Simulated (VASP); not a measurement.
# N (P1) in VASP: single point with r2SCAN

Aim: the single point of N with r2SCAN.

Program: VASP 6.6.1. These are calculated values, not measurements. Logs are shortened: lines on timing, memory, paths and dates and some standing lists are left out, and cuts for length are marked.

### 1 The cell of the first run

The typed cell holds 8 atoms: a = 5.690 Å, b = 5.530 Å, c = 5.692 Å, α = 87.07°, β = 91.15°, γ = 88.77°.

### 2 Single point, r2SCAN

POSCAR reads:

```
N
1.0
    5.6894163400      0.0609554100     -0.0578331800
    0.0609554100      5.5278079400      0.1439530700
   -0.0578331800      0.1439530700      5.6899611000
N
8
Direct
    0.0489596600      0.0665424200      0.0654510400
    0.4348598700      0.9514941100      0.5635434100
    0.5613196600      0.4423332100      0.9418332800
    0.9405737700      0.5638699800      0.4346042600
    0.9372324500      0.9547798100      0.9371647100
    0.5673757000      0.0442344800      0.4688400800
    0.4363896700      0.5276725600      0.0551854300
    0.0380603600      0.4262538000      0.5836776400
```

INCAR.step1 reads:

```
SYSTEM = N
PREC = Accurate
ENCUT = 520
ISMEAR = -1
SIGMA = 0.1
LREAL = .False.
LASPH = .True.
NELM = 100
NBANDS = 30
GGA = PE
ALGO = Normal
EDIFF = 1E-4
LWAVE = .True.
LCHARG = .False.
```

INCAR.step2 reads:

```
SYSTEM = N
PREC = Accurate
ENCUT = 520
EDIFF = 1E-7
ISMEAR = -1
SIGMA = 0.1
LREAL = .False.
LASPH = .True.
NELM = 100
ALGO = Normal
ISIF = 2
LWAVE = .False.
LCHARG = .True.
METAGGA = R2SCAN
LMIXTAU = .True.
LELF = .True.
LVHAR = .True.
NBANDS = 30
ISTART = 1
```

KPOINTS reads:

```
Automatic mesh
0
Gamma
  3 3 3
  0.5 0 0
```

Potentials or basis: VASP PAW PBE potentials, release 64 (N).

On the command line:

```console
> cat potpaw_PBE.64/N/POTCAR > POTCAR
> cp INCAR.step1 INCAR
> mpirun -np 1 vasp_std > vasp.out
> cp INCAR.step2 INCAR
> mpirun -np 1 vasp_std > vasp.out
```

OUTCAR:

```text
SYSTEM = N
   PREC = Accurate
   ENCUT = 520
   EDIFF = 1E-7
   ISMEAR = -1
   LREAL = .False.
   LASPH = .True.
   NELM = 100
   ISIF = 2
   METAGGA = R2SCAN
   ISTART = 1

 ion  position               nearest neighbor table
   1  0.049  0.067  0.065-   5 1.17
   2  0.435  0.951  0.564-   6 1.06
   3  0.561  0.442  0.942-   7 1.09
   4  0.941  0.564  0.435-   8 1.23
   5  0.937  0.955  0.937-   1 1.17
   6  0.567  0.044  0.469-   2 1.06
   7  0.436  0.528  0.055-   3 1.09
   8  0.038  0.426  0.584-   4 1.23

  LATTYP: Found a triclinic cell.
 ALAT       =     7.8489978160
 B/A-ratio  =     0.7045508347
 C/A-ratio  =     1.6340783051
 COS(alpha) =     0.0036721608
 COS(beta)  =     0.6522562952
 COS(gamma) =     0.6889898693

  Lattice vectors:

 A1 = (   5.6284609300,  -5.4668525300,  -0.2017862500)
 A2 = (  -0.0609554100,  -5.5278079400,  -0.1439530700)
 A3 = (  11.4366658600,  -0.0220422500,  -5.8056274600)

Analysis of symmetry for initial positions (statically):
=====================================================================
 Subroutine PRICEL returns:
 Original cell was already a primitive cell.

 Routine SETGRP: Setting up the symmetry group for a
 triclinic supercell.

 Subroutine GETGRP returns: Found  1 space group operations
 (whereof  1 operations were pure point group operations)
 out of a pool of  2 trial point group operations.

The static configuration has the point symmetry C_1 .

Analysis of symmetry for dynamics (positions and initial velocities):
=====================================================================
 Subroutine PRICEL returns:
 Original cell was already a primitive cell.

 Routine SETGRP: Setting up the symmetry group for a
 triclinic supercell.

 Subroutine GETGRP returns: Found  1 space group operations
 (whereof  1 operations were pure point group operations)
 out of a pool of  2 trial point group operations.

The dynamic configuration has the point symmetry C_1 .

 Subroutine INISYM returns: Found  1 space group operations
 (whereof  1 operations are pure point group operations),
 and found     1 'primitive' translations

----------------------------------------------------------------------------------------

                                     Primitive cell

  volume of cell :     178.7907

  direct lattice vectors                    reciprocal lattice vectors
     5.689416340  0.060955410 -0.057833180     0.175804911 -0.001986452  0.001837150
     0.060955410  5.527807940  0.143953070    -0.001986452  0.181045246 -0.004600541
    -0.057833180  0.143953070  5.689961100     0.001837150 -0.004600541  0.175883190

  length of vectors
     5.690036777  5.530017963  5.692075587     0.175825731  0.181114582  0.175952939

  position of ions in fractional coordinates (direct lattice)
     0.048959660  0.066542420  0.065451040
     0.434859870  0.951494110  0.563543410
     0.561319660  0.442333210  0.941833280
     0.940573770  0.563869980  0.434604260
     0.937232450  0.954779810  0.937164710
     0.567375700  0.044234480  0.468840080
     0.436389670  0.527672560  0.055185430
     0.038060360  0.426253800  0.583677640

  ion indices of the primitive-cell ions
   primitive index   ion index
                 1           1
                 2           2
                 3           3
                 4           4
                 5           5
                 6           6
                 7           7
                 8           8

----------------------------------------------------------------------------------------

 KPOINTS: Automatic mesh

Automatic generation of k-mesh.
 Grid dimensions read from file:
 generate k-points for:    3    3    3

 Generating k-lattice:

  Cartesian coordinates                     Fractional coordinates (reciprocal lattice)
     0.058601637 -0.000662151  0.000612383     0.333333333  0.000000000 -0.000000000
    -0.000662151  0.060348415 -0.001533514     0.000000000  0.333333333  0.000000000
     0.000612383 -0.001533514  0.058627730    -0.000000000 -0.000000000  0.333333333

  Length of vectors
     0.058608577  0.060371527  0.058650980

  Shift w.r.t. Gamma in fractional coordinates (k-lattice)
     0.500000000  0.000000000  0.000000000

 Subroutine IBZKPT returns following result:
 ===========================================

 Found     14 irreducible k-points:

 Following reciprocal coordinates:
            Coordinates               Weight
  0.166667 -0.000000  0.000000      2.000000
  0.500000 -0.000000  0.000000      1.000000
  0.166667  0.333333 -0.000000      2.000000
  0.500000  0.333333 -0.000000      2.000000
 -0.166667  0.333333 -0.000000      2.000000
  0.166667 -0.000000  0.333333      2.000000
  0.500000  0.000000  0.333333      2.000000
 -0.166667 -0.000000  0.333333      2.000000
  0.166667  0.333333  0.333333      2.000000
  0.500000  0.333333  0.333333      2.000000
 -0.166667  0.333333  0.333333      2.000000
  0.166667 -0.333333  0.333333      2.000000
  0.500000 -0.333333  0.333333      2.000000
 -0.166667 -0.333333  0.333333      2.000000
   k-points           NKPTS =     14   k-points in BZ     NKDIM =     14   number of bands    NBANDS=     30
   number of dos      NEDOS =    301   number of ions     NIONS =      8
   total plane-waves  NPLWV =  74088
   dimension x,y,z NGX =    42 NGY =   42 NGZ =   42
   dimension x,y,z NGXF=    84 NGYF=   84 NGZF=   84
   ions per type =               8
   NGX,Y,Z   is equivalent  to a cutoff of  12.27, 12.63, 12.27 a.u.
   NGXF,Y,Z  is equivalent  to a cutoff of  24.54, 25.25, 24.53 a.u.
 SYSTEM =  N
   PREC   = accura    normal or accurate (medium, high low for compatibility)
   ISTART =      1    job   : 0-new  1-cont  2-samecut
   ICHARG =      0    charge: 1-file 2-atom 10-const
   ISPIN  =      1    spin polarized calculation?
   LNONCOLLINEAR =      F non collinear calculations
   LSORBIT =      F    spin-orbit coupling
   LASPH  =      T    aspherical Exc in radial PAW
   ENCUT  =  520.0 eV  38.22 Ry    6.18 a.u.  10.58 10.28 10.58*2*pi/ulx,y,z
   NELM   =    100;   NELMIN=  2; NELMDL=  0     # of ELM steps
   EDIFF  = 0.1E-06   stopping-criterion for ELM
   LREAL  =      F    real-space projection
   EDIFFG = 0.1E-05   stopping-criterion for IOM
   NSW    =      0    number of steps for IOM
   IBRION =     -1    ionic relax: 0-MD 1-quasi-New 2-CG
   NFREE  =      0    steps in history (QN), initial steepest desc. (CG)
   ISIF   =      2    stress and relaxation
   ISYM   =      2    0-nonsym 1-usesym 2-fastsym
   POTIM  = 0.5000    time-step for ionic-motion
   TEBEG  =    0.0;   TEEND  =   0.0 temperature during run
   PSTRESS=    0.0 pullay stress
   NELECT =      40.0000    total number of electrons
   NUPDOWN=      -1.0000    fix difference up-down
   EMIN   =  10.00;   EMAX   =-10.00  energy-range for DOS
   EFERMI =   0.00;   METHOD = LEGACY
   ISMEAR =    -1;   SIGMA  =   0.10  broadening in eV -4-tet -1-fermi 0-gaus
   EFERMI_NEDOS =   21; number of points for ismear=-14 and -15
   IALGO  =     38    algorithm
   IMIX   =      4    mixing-type and parameters
     AMIX     =   0.40;   BMIX     =  1.00
     AMIX_MAG =   1.60;   BMIX_MAG =  1.00
  volume/ion in A,a.u.               =      22.35       150.82
  Fermi-wavevector in a.u.,A,eV,Ry     =   0.993832  1.878071 13.438513  0.987703
  Thomas-Fermi vector in A             =   2.125742
   LORBIT       =      0    0 simple, 1 ext, 2 COOP (PROOUT), +10 PAW based schemes
   METAGGA = R2SCAN    functional components
   LHFCALC =     F    Hartree Fock is set to
   AEXX    =    0.0000 exact exchange contribution
   IVDW    =     0    specifies the selected vdW correction
   LEPSILON=     F    determine dielectric tensor
   LRPA    =     F    only Hartree local field effects (RPA)
 non-spin polarized calculation
  energy-cutoff  :      520.00
  volume of cell :      178.79
 maximum number of plane-waves:      4826
   NGX = 21   NGY = 21   NGZ = 21

 number of electron      39.9999998 magnetization

 Free energy of the ion-electron system (eV)
  ---------------------------------------------------
  ext. energy  EPLUGINS =         0.00000000
  ---------------------------------------------------
  free energy    TOTEN  =       -71.63728580 eV

  energy without entropy =      -71.63728580  energy(sigma->0) =      -71.63728580

 E-fermi :  -4.3926     XC(G=0):  -6.6850

 val. band max:       -6.8814465163   @ k =   0.5000  -0.0000   0.0000
 cond. band min:       0.0421569779   @ k =   0.1667  -0.0000   0.0000
 fundamental gap:      6.9236034942
 Fermi energy:        -4.3926423320

 k-point     1 :       0.1667   -0.0000    0.0000
  band No.  band energies     occupation
      1     -26.9546      2.00000
      2     -26.5574      2.00000
      3     -25.1430      2.00000
      4     -24.2553      2.00000
      5     -11.6963      2.00000
      6     -11.2633      2.00000
[... 22 lines left out ...]
     29       5.1578      0.00000
     30       7.3515      0.00000

 k-point     2 :       0.5000   -0.0000    0.0000
  band No.  band energies     occupation
      1     -26.9543      2.00000
      2     -26.5570      2.00000
      3     -25.1431      2.00000
      4     -24.2554      2.00000
      5     -11.6873      2.00000
      6     -11.2516      2.00000
[... 22 lines left out ...]
     29       5.6799      0.00000
     30       5.9706      0.00000

 k-point     3 :       0.1667    0.3333   -0.0000
  band No.  band energies     occupation
      1     -26.9541      2.00000
      2     -26.5576      2.00000
      3     -25.1425      2.00000
      4     -24.2557      2.00000
      5     -11.6950      2.00000
      6     -11.2577      2.00000
[... 352 lines left out ...]
     29       6.2568      0.00000
     30       6.5102      0.00000

 k-point    14 :      -0.1667   -0.3333    0.3333
  band No.  band energies     occupation
      1     -26.9539      2.00000
      2     -26.5575      2.00000
      3     -25.1422      2.00000
      4     -24.2557      2.00000
      5     -11.7015      2.00000
      6     -11.2702      2.00000
[... 22 lines left out ...]
     29       5.6999      0.00000
     30       6.3739      0.00000

------------------------ aborting loop because EDIFF is reached ----------------------------------------

  FORCE on cell =-STRESS in cart. coord.  units (eV):
  Direction    XX          YY          ZZ          XY          YZ          ZX
  --------------------------------------------------------------------------------------
  -------------------------------------------------------------------------------------
  Total        0.6768045     -5.3540616     -6.7509547      3.1964769      1.5707634    -12.4224325
  in kB        6.0649717    -47.9787503    -60.4965713     28.6442291     14.0759050   -111.3197479
  external PRESSURE =     -34.1367833 kB  Pullay stress =       0.0000000 kB

 VOLUME and BASIS-vectors are now :
 -----------------------------------------------------------------------------
  energy-cutoff  :      520.00
  volume of cell :      178.79
      direct lattice vectors                 reciprocal lattice vectors
     5.689416340  0.060955410 -0.057833180     0.175804911 -0.001986452  0.001837150
     0.060955410  5.527807940  0.143953070    -0.001986452  0.181045246 -0.004600541
    -0.057833180  0.143953070  5.689961100     0.001837150 -0.004600541  0.175883190

 POSITION                                       TOTAL-FORCE (eV/Angst)
 -----------------------------------------------------------------------------------
      0.27882      0.38024      0.37916        -4.229367     -4.324892     -4.928178
      2.49951      5.36731      3.31836        -6.210176     -4.130679      4.332478
      3.16607      2.61493      5.39021         2.327370     -1.585746     -2.200647
      5.36055      3.23686      2.49966         5.360185     -7.336194      8.219475
      5.33631      5.46988      5.41567         4.243127      4.270201      4.968583
      3.20362      0.34660      2.64124         6.190378      4.126699     -4.356812
      2.51178      2.95142      0.36473        -2.343349      1.614451      2.216749
      0.20877      2.44259      3.38026        -5.338167      7.366159     -8.251648
 -----------------------------------------------------------------------------------
    total drift:                                0.000605      0.000561     -0.000131

  FREE ENERGIE OF THE ION-ELECTRON SYSTEM (eV)
  ---------------------------------------------------
  free  energy   TOTEN  =       -71.6372858046 eV

  energy  without entropy=      -71.6372858045  energy(sigma->0) =      -71.63728580
```

It took 3.2 min on 1 thread of Intel Xeon Platinum 8488C (Sapphire Rapids), shared host; peak memory 0.28 GiB.

Results:

* Free energy: -71.6373 eV
* Pressure: -3.4 GPa
* Largest force: 12.282 eV/Å
* Band gap on the k mesh: 6.92 eV, indirect (least direct gap 6.94 eV)

Forces in eV/Å, atoms in the order of the input:
```
N   -4.229 -4.325 -4.928
N   -6.210 -4.131  4.332
N    2.327 -1.586 -2.201
N    5.360 -7.336  8.219
N    4.243  4.270  4.969
N    6.190  4.127 -4.357
N   -2.343  1.614  2.217
N   -5.338  7.366 -8.252
```

Levels at points of the mesh, in eV from the valence-band top:
```
           k point  band 18  band 19  band 20  band 21  band 22  band 23
(0.50, 0.00, 0.00)    -0.21    -0.17     0.00     7.02     7.25     7.86
```

Caveat: the standard files for N, O and F lose accuracy on very short bonds; the PAW data sets were made with another functional, which shifts forces and pressure a little.
